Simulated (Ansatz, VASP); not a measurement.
**As: VASP beside Ansatz**

```
CELL_PARAMETERS angstrom
3.06330 0.00000 0.00000
-1.53165 2.65289 0.00000
0.00000 0.00000 4.74673
ATOMIC_POSITIONS crystal
As 0.33333 0.66667 0.25000
As 0.66667 0.33333 0.75000
```

Alike in both runs: functional PBE; k mesh 16 × 16 × 9; occupations fermi-dirac, width 0.05 eV; no spin polarisation.

Ansatz relaxed the structure, and its values are those at the end. VASP's run is a single point on that final structure, the one shown.

|  | VASP | Ansatz |
| --- | --- | --- |
| version | VASP 6.6.1 | Ansatz 0.2.0 |
| potentials or method | VASP PAW PBE potentials, release 64 (As), cutoff 520 eV | all-electron LAPW, non-relativistic |

VASP gave:

- pressure (GPa): -0.2

Q: Estimate Ansatz's values.

A: Pressure (GPa): 0.0.

Ansatz ran all-electron here, and VASP with PAW potentials.
